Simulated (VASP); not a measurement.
# Ir (Fm-3m) in VASP: settings compared

The runs below take Ir through single point, with PBEsol, PBE, RPBE.

Program: VASP 6.6.1. These are calculated values, not measurements. Logs are shortened: lines on timing, memory, paths and dates and some standing lists are left out, and cuts for length are marked.

## Step 1: The cell of the first run

It takes space group Fm-3m (No. 225, cubic). Conventional cell: a = 3.822 Å, b = 3.822 Å, c = 3.822 Å, α = 90.00°, β = 90.00°, γ = 90.00°. Within 3.6 Å of Ir (site symmetry m-3m) lie 12 Ir at 2.70 Å.

## Step 2: Single point, PBEsol

Input file INCAR:

```
PREC = Accurate ; ENCUT = 520
EDIFF = 1E-7 ; ISMEAR = -1
SIGMA = 0.05 ; LREAL = F
LASPH = T ; NELM = 80
ALGO = Normal ; ISIF = 2
LWAVE = F ; LCHARG = F
GGA = PS ; NBANDS = 10
```

Input file KPOINTS:

```
Automatic mesh
0
Gamma
  12 12 12
```

Input file POSCAR:

```
Ir
1.0
    0.0000000000      1.9112148015      1.9112148015
    1.9112148015      0.0000000000      1.9112148015
    1.9112148015      1.9112148015      0.0000000000
Ir
1
Direct
    0.0000000000      0.0000000000      0.0000000000
```

Potentials or basis: VASP PAW PBE potentials, release 64 (Ir).

Launch:

```sh
> cat potpaw_PBE.64/Ir/POTCAR > POTCAR
> mpirun -np 1 vasp_std > vasp.out
```

OUTCAR:

```text
PREC = Accurate
   ENCUT = 520
   EDIFF = 1E-7
   ISMEAR = -1
   LREAL = F
   LASPH = T
   NELM = 80
   ISIF = 2
   GGA = PS

 ion  position               nearest neighbor table
   1  0.000  0.000  0.000-

  LATTYP: Found a face centered cubic cell.
 ALAT       =     3.8224296030

  Lattice vectors:

 A1 = (   0.0000000000,   1.9112148015,   1.9112148015)
 A2 = (   1.9112148015,   0.0000000000,   1.9112148015)
 A3 = (   1.9112148015,   1.9112148015,   0.0000000000)

Analysis of symmetry for initial positions (statically):
[... 5 lines left out ...]
 face centered cubic supercell.

 Subroutine GETGRP returns: Found 48 space group operations
 (whereof 48 operations were pure point group operations)
 out of a pool of 48 trial point group operations.

The static configuration has the point symmetry O_h .

Analysis of symmetry for dynamics (positions and initial velocities):
[... 5 lines left out ...]
 face centered cubic supercell.

 Subroutine GETGRP returns: Found 48 space group operations
 (whereof 48 operations were pure point group operations)
 out of a pool of 48 trial point group operations.

The dynamic configuration has the point symmetry O_h .

 Subroutine INISYM returns: Found 48 space group operations
 (whereof 48 operations are pure point group operations),
 and found     1 'primitive' translations

----------------------------------------------------------------------------------------

                                     Primitive cell

  volume of cell :      13.9623

  direct lattice vectors                    reciprocal lattice vectors
     0.000000000  1.911214801  1.911214801    -0.261613713  0.261613713  0.261613713
     1.911214801  0.000000000  1.911214801     0.261613713 -0.261613713  0.261613713
     1.911214801  1.911214801  0.000000000     0.261613713  0.261613713 -0.261613713

  length of vectors
     2.702865893  2.702865893  2.702865893     0.453128242  0.453128242  0.453128242

  position of ions in fractional coordinates (direct lattice)
     0.000000000  0.000000000  0.000000000

  ion indices of the primitive-cell ions
   primitive index   ion index
                 1           1

----------------------------------------------------------------------------------------

 KPOINTS: Automatic mesh

Automatic generation of k-mesh.
 Grid dimensions read from file:
 generate k-points for:   12   12   12

 Generating k-lattice:

  Cartesian coordinates                     Fractional coordinates (reciprocal lattice)
    -0.021801143  0.021801143  0.021801143     0.083333333  0.000000000  0.000000000
     0.021801143 -0.021801143  0.021801143     0.000000000  0.083333333  0.000000000
     0.021801143  0.021801143 -0.021801143     0.000000000  0.000000000  0.083333333

  Length of vectors
     0.037760687  0.037760687  0.037760687

  Shift w.r.t. Gamma in fractional coordinates (k-lattice)
     0.000000000  0.000000000  0.000000000

 Subroutine IBZKPT returns following result:
 ===========================================

 Found     72 irreducible k-points:

 Following reciprocal coordinates:
            Coordinates               Weight
  0.000000  0.000000  0.000000      1.000000
  0.083333  0.000000  0.000000      8.000000
  0.166667  0.000000  0.000000      8.000000
  0.250000  0.000000  0.000000      8.000000
  0.333333  0.000000  0.000000      8.000000
  0.416667  0.000000  0.000000      8.000000
[... 16 lines left out ...]
  0.500000  0.166667  0.000000     24.000000
 -0.416667  0.166667  0.000000     24.000000
 [... further k-points ...]
   k-points           NKPTS =     72   k-points in BZ     NKDIM =     72   number of bands    NBANDS=     10
   number of dos      NEDOS =    301   number of ions     NIONS =      1
   total plane-waves  NPLWV =   8000
   dimension x,y,z NGX =    20 NGY =   20 NGZ =   20
   dimension x,y,z NGXF=    40 NGYF=   40 NGZF=   40
   ions per type =               1
   NGX,Y,Z   is equivalent  to a cutoff of  12.30, 12.30, 12.30 a.u.
   NGXF,Y,Z  is equivalent  to a cutoff of  24.60, 24.60, 24.60 a.u.
 SYSTEM =  unknown system
   PREC   = accura    normal or accurate (medium, high low for compatibility)
   ISTART =      0    job   : 0-new  1-cont  2-samecut
   ICHARG =      2    charge: 1-file 2-atom 10-const
   ISPIN  =      1    spin polarized calculation?
   LNONCOLLINEAR =      F non collinear calculations
   LSORBIT =      F    spin-orbit coupling
   LASPH  =      T    aspherical Exc in radial PAW
   ENCUT  =  520.0 eV  38.22 Ry    6.18 a.u.   5.03  5.03  5.03*2*pi/ulx,y,z
   NELM   =     80;   NELMIN=  2; NELMDL= -5     # of ELM steps
   EDIFF  = 0.1E-06   stopping-criterion for ELM
   LREAL  =      F    real-space projection
   EDIFFG = 0.1E-05   stopping-criterion for IOM
   NSW    =      0    number of steps for IOM
   IBRION =     -1    ionic relax: 0-MD 1-quasi-New 2-CG
   NFREE  =      0    steps in history (QN), initial steepest desc. (CG)
   ISIF   =      2    stress and relaxation
   ISYM   =      2    0-nonsym 1-usesym 2-fastsym
   POTIM  = 0.5000    time-step for ionic-motion
   TEBEG  =    0.0;   TEEND  =   0.0 temperature during run
   PSTRESS=    0.0 pullay stress
   NELECT =       9.0000    total number of electrons
   NUPDOWN=      -1.0000    fix difference up-down
   EMIN   =  10.00;   EMAX   =-10.00  energy-range for DOS
[... 5 lines left out ...]
     AMIX     =   0.40;   BMIX     =  1.00
     AMIX_MAG =   1.60;   BMIX_MAG =  1.00
  volume/ion in A,a.u.               =      13.96        94.22
  Fermi-wavevector in a.u.,A,eV,Ry     =   1.414174  2.672401 27.210128  1.999888
  Thomas-Fermi vector in A             =   2.535743
   LORBIT       =      0    0 simple, 1 ext, 2 COOP (PROOUT), +10 PAW based schemes
   GGA     = PS    functional components
   LHFCALC =     F    Hartree Fock is set to
   AEXX    =    0.0000 exact exchange contribution
   IVDW    =     0    specifies the selected vdW correction
   LEPSILON=     F    determine dielectric tensor
   LRPA    =     F    only Hartree local field effects (RPA)
 non-spin polarized calculation
  energy-cutoff  :      520.00
  volume of cell :       13.96
 maximum number of plane-waves:       388
   NGX =  9   NGY =  9   NGZ =  9

 number of electron       9.0000001 magnetization

 Free energy of the ion-electron system (eV)
  ---------------------------------------------------
  ext. energy  EPLUGINS =         0.00000000
  ---------------------------------------------------
  free energy    TOTEN  =        -9.83974304 eV

  energy without entropy =       -9.83504261  energy(sigma->0) =       -9.83739283

 E-fermi :  10.5119     XC(G=0): -14.1796

 val. band max:       10.4872662556   @ k =   0.3333   0.0833   0.0000
 cond. band min:      10.5124088765   @ k =  -0.2500   0.0833   0.0000
 fundamental gap:      0.0251426208
 Fermi energy:        10.5119263308

 k-point     1 :       0.0000    0.0000    0.0000
  band No.  band energies     occupation
      1      -0.8573      2.00000
      2       6.4918      2.00000
      3       6.4918      2.00000
      4       6.4918      2.00000
      5       9.2611      2.00000
      6       9.2611      2.00000
      7      24.7721      0.00000
      8      30.4200      0.00000
      9      30.4200      0.00000
     10      30.4200      0.00000

 k-point     2 :       0.0833    0.0000    0.0000
  band No.  band energies     occupation
      1      -0.5465      2.00000
      2       6.3285      2.00000
      3       6.6246      2.00000
      4       6.6246      2.00000
      5       9.1775      2.00000
      6       9.1775      2.00000
      7      25.3074      0.00000
      8      28.9606      0.00000
      9      30.9355      0.00000
     10      30.9355      0.00000

 k-point     3 :       0.1667    0.0000    0.0000
  band No.  band energies     occupation
      1       0.3060      2.00000
      2       5.9998      2.00000
      3       6.8948      2.00000
      4       6.8949      2.00000
      5       9.0965      2.00000
      6       9.0965      2.00000
      7      26.3730      0.00000
      8      26.8567      0.00000
      9      32.3749      0.00000
     10      32.3749      0.00000

 k-point     4 :       0.2500    0.0000    0.0000
  band No.  band energies     occupation
      1       1.3793      2.00000
      2       5.9655      2.00000
      3       6.9468      2.00000
      4       6.9468      2.00000
      5       9.4396      2.00000
      6       9.4396      2.00000
      7      24.2792      0.00000
      8      27.3189      0.00000
      9      34.3115      0.00000
     10      34.3119      0.00000

 k-point     5 :       0.3333    0.0000    0.0000
  band No.  band energies     occupation
      1       2.0582      2.00000
      2       6.7190      2.00000
      3       6.7190      2.00000
      4       6.8684      2.00000
      5      10.2457      1.99030
      6      10.2457      1.99030
      7      21.8147      0.00000
      8      26.0103      0.00000
      9      33.2155      0.00000
     10      33.2155      0.00000

 k-point     6 :       0.4167    0.0000    0.0000
  band No.  band energies     occupation
      1       2.1986      2.00000
      2       6.4813      2.00000
      3       6.4813      2.00000
      4       8.5810      2.00000
      5      11.0563      0.00004
      6      11.0563      0.00004
      7      19.1983      0.00000
      8      24.7250      0.00000
      9      31.1369      0.00000
     10      31.1369      0.00000
[... 183 lines left out ...]
 k-point    21 :       0.3333    0.1667    0.0000
  band No.  band energies     occupation
      1       2.5543      2.00000
      2       4.9556      2.00000
      3       6.5578      2.00000
      4       7.8270      2.00000
      5       9.8033      2.00000
      6      10.6670      0.08604
      7      24.2904      0.00000
      8      28.0694      0.00000
      9      29.6224      0.00000
     10      31.4617      0.00000

 k-point    22 :       0.4167    0.1667    0.0000
  band No.  band energies     occupation
      1       2.9990      2.00000
      2       5.5445      2.00000
      3       6.2569      2.00000
      4       7.5922      2.00000
      5      11.3172      0.00000
      6      11.6386      0.00000
      7      21.0208      0.00000
      8      26.7405      0.00000
      9      28.9114      0.00000
     10      31.0854      0.00000

 k-point    23 :       0.5000    0.1667    0.0000
  band No.  band energies     occupation
      1       3.0808      2.00000
      2       5.5809      2.00000
      3       7.0550      2.00000
      4       7.3480      2.00000
      5      11.4817      0.00000
      6      13.6846      0.00000
      7      18.1108      0.00000
      8      25.9942      0.00000
      9      28.9126      0.00000
     10      29.4594      0.00000

 k-point    24 :      -0.4167    0.1667    0.0000
  band No.  band energies     occupation
      1       3.1529      2.00000
      2       5.6064      2.00000
      3       7.2332      2.00000
      4       7.3990      2.00000
      5      10.9403      0.00038
      6      14.2855      0.00000
      7      17.8010      0.00000
      8      25.8266      0.00000
      9      28.1255      0.00000
     10      30.1674      0.00000

 [... further k-points ...]
[... 5 lines left out ...]
  --------------------------------------------------------------------------------------
  -------------------------------------------------------------------------------------
  Total        0.2655388      0.2655388      0.2655388      0.0000000      0.0000000      0.0000000
  in kB       30.4705400     30.4705400     30.4705400      0.0000000      0.0000000      0.0000000
  external PRESSURE =      30.4705400 kB  Pullay stress =       0.0000000 kB

 VOLUME and BASIS-vectors are now :
 -----------------------------------------------------------------------------
  energy-cutoff  :      520.00
  volume of cell :       13.96
      direct lattice vectors                 reciprocal lattice vectors
     0.000000000  1.911214801  1.911214801    -0.261613713  0.261613713  0.261613713
     1.911214801  0.000000000  1.911214801     0.261613713 -0.261613713  0.261613713
     1.911214801  1.911214801  0.000000000     0.261613713  0.261613713 -0.261613713

 POSITION                                       TOTAL-FORCE (eV/Angst)
 -----------------------------------------------------------------------------------
      0.00000      0.00000      0.00000         0.000000      0.000000      0.000000
 -----------------------------------------------------------------------------------
    total drift:                                0.000000      0.000000      0.000000

  FREE ENERGIE OF THE ION-ELECTRON SYSTEM (eV)
  ---------------------------------------------------
  free  energy   TOTEN  =        -9.8397430410 eV

  energy  without entropy=       -9.8350426117  energy(sigma->0) =       -9.83739283
```

Run time: 4.6 s. Hardware: 1 thread of Intel Xeon 6975P-C (Granite Rapids), shared host; peak memory 0.13 GiB.

Results:

* Free energy: -9.8397 eV
* Pressure: 3.0 GPa

Caveat: the PAW data sets were made with another functional, which shifts forces and pressure a little; spin-orbit coupling is left out, which moves the levels of the heavy elements.

## Step 3: Single point, PBE

This run uses another cell than the first one, of 14.48 Å³/atom, 1.037 times its volume.

Input file INCAR:

```
  PREC = Accurate
  ENCUT = 520
  EDIFF = 1E-6
  ISMEAR = -1
  SIGMA = 0.05
  LREAL = F
  LASPH = T
  NELM = 80
  ALGO = Fast
  ISIF = 2
  LWAVE = F
  LCHARG = F
  GGA = PE
  NBANDS = 10
```

Input file KPOINTS:

```
regular mesh
0
Gamma
  12 12 12
```

Input file POSCAR:

```
Ir
1.0
    0.0000000000      1.9346648194      1.9346648194
    1.9346648194      0.0000000000      1.9346648194
    1.9346648194      1.9346648194      0.0000000000
Ir
1
Direct
    0.0000000000      0.0000000000      0.0000000000
```

Potentials or basis: VASP PAW PBE potentials, release 64 (Ir).

Launch:

```sh
> cat potpaw_PBE.64/Ir/POTCAR > POTCAR
> mpirun -np 1 vasp_std > vasp.out
```

Wall time 5.6 s (1 thread of Intel Xeon 6975P-C (Granite Rapids), shared host); peak memory 0.13 GiB.

It converged, with:

```
Free energy : -8.8697 eV
Pressure    : 0.4 GPa
```

Levels at points of the mesh, in eV from the Fermi level:
```
           k point  band 1  band 2  band 3  band 4  band 5  band 6  band 7  band 8
(0.00, 0.00, 0.00)  -10.89   -3.77   -3.77   -3.77   -1.19   -1.19   14.35   19.79
(0.50, 0.00, 0.00)   -7.88   -3.87   -3.87   -0.72    0.83    0.83    7.00   13.88
(0.50, 0.50, 0.00)   -7.67   -7.11    0.79    1.38    1.38    1.68   10.17   11.57
```

Caveat: spin-orbit coupling is left out, which moves the levels of the heavy elements.

## Step 4: Single point, PBEsol

This run uses another cell than the first one, of 14.03 Å³/atom, 1.005 times its volume.

Input file INCAR:

```
  PREC = Accurate
  ENCUT = 520
  EDIFF = 1E-7
  ISMEAR = -1
  SIGMA = 0.05
  LREAL = False
  LASPH = True
  NELM = 80
  ALGO = Normal
  ISIF = 2
  LWAVE = False
  LCHARG = False
  GGA = PS
  NBANDS = 10
```

Input file KPOINTS:

```
Automatic mesh
0
Gamma
  12 12 12
```

Input file POSCAR:

```
Ir
1.0
    0.0000000000      1.9144763341      1.9144763341
    1.9144763341      0.0000000000      1.9144763341
    1.9144763341      1.9144763341      0.0000000000
Ir
1
Direct
    0.0000000000      0.0000000000      0.0000000000
```

Launch:

```sh
> cat potpaw_PBE.64/Ir/POTCAR > POTCAR
> mpirun -np 1 vasp_std > vasp.out
```

Wall time 4.4 s (1 thread of Intel Xeon 6975P-C (Granite Rapids), shared host); peak memory 0.13 GiB.

It converged, with:

| Item | Value |
| --- | --- |
| Free energy | -9.8407 eV |
| Pressure | 1.0 GPa |

Levels at points of the mesh, in eV from the Fermi level:
```
           k point  band 2  band 3  band 4  band 5  band 6  band 7
(0.00, 0.00, 0.00)   -3.99   -3.99   -3.99   -1.24   -1.24   14.27
(0.50, 0.00, 0.00)   -4.09   -4.09   -0.88    0.88    0.88    7.27
(0.50, 0.50, 0.00)   -7.49    0.86    1.46    1.46    1.61   10.54
```

Caveat: the PAW data sets were made with another functional, which shifts forces and pressure a little; spin-orbit coupling is left out, which moves the levels of the heavy elements.

## Step 5: Single point, RPBE

This run uses another cell than the first one, of 14.66 Å³/atom, 1.050 times its volume.

Input file INCAR:

```
ALGO = Fast
EDIFF = 1E-7
ENCUT = 520
GGA = RP
ISIF = 2
ISMEAR = -1
LASPH = T
LCHARG = T
LELF = T
LREAL = F
LVHAR = T
LWAVE = F
NBANDS = 10
NELM = 60
PREC = Accurate
SIGMA = 0.05
```

Input file KPOINTS:

```
k-points
0
Gamma
  12 12 12
```

Input file POSCAR:

```
Ir
1.0
    0.0000000000      1.9424860390      1.9424860390
    1.9424860390      0.0000000000      1.9424860390
    1.9424860390      1.9424860390      0.0000000000
Ir
1
Direct
    0.0000000000      0.0000000000      0.0000000000
```

Launch:

```sh
> cat potpaw_PBE.64/Ir/POTCAR > POTCAR
> mpirun -np 1 vasp_std > vasp.out
```

Wall time 6 s (1 thread of Intel Xeon 6975P-C (Granite Rapids), shared host); peak memory 0.13 GiB.

The run converged. Its results:

```
Free energy : -8.2095 eV
Pressure    : 0.2 GPa
```

Levels at points of the mesh, in eV from the Fermi level:
```csv
k point,band 2,band 3,band 4,band 5,band 6,band 7
"(0.00, 0.00, 0.00)",-3.69,-3.69,-3.69,-1.17,-1.17,14.35
"(0.50, 0.00, 0.00)",-3.79,-3.79,-0.68,0.81,0.81,6.91
"(0.50, 0.50, 0.00)",-6.97,0.77,1.36,1.36,1.70,10.04
```

Caveat: the PAW data sets were made with another functional, which shifts forces and pressure a little; spin-orbit coupling is left out, which moves the levels of the heavy elements.

## Step 6: Summary

| level | cell | gap on the mesh (eV) | pressure (GPa) |
| --- | --- | --- | --- |
| PBEsol | a = 2.703 Å, angles 60.0°, 1 atom | none | 3.0 |
| PBE | a = 2.736 Å, angles 60.0°, 1 atom | none | 0.4 |
| PBEsol | a = 2.707 Å, angles 60.0°, 1 atom | none | 1.0 |
| RPBE | a = 2.747 Å, angles 60.0°, 1 atom | none | 0.2 |

Alike in all rows: task single point; potentials or basis VASP PAW PBE potentials, release 64 (Ir); no spin polarisation; k mesh 12 × 12 × 12; cutoff (eV) 520; smearing fermi-dirac 0.05 eV.

Caveats: spin-orbit coupling is left out, which moves the levels of the heavy elements; the PAW data sets were made with another functional, which shifts forces and pressure a little (some runs).

Total energies depend on the potentials used, so only differences within one code and one set of settings carry meaning.
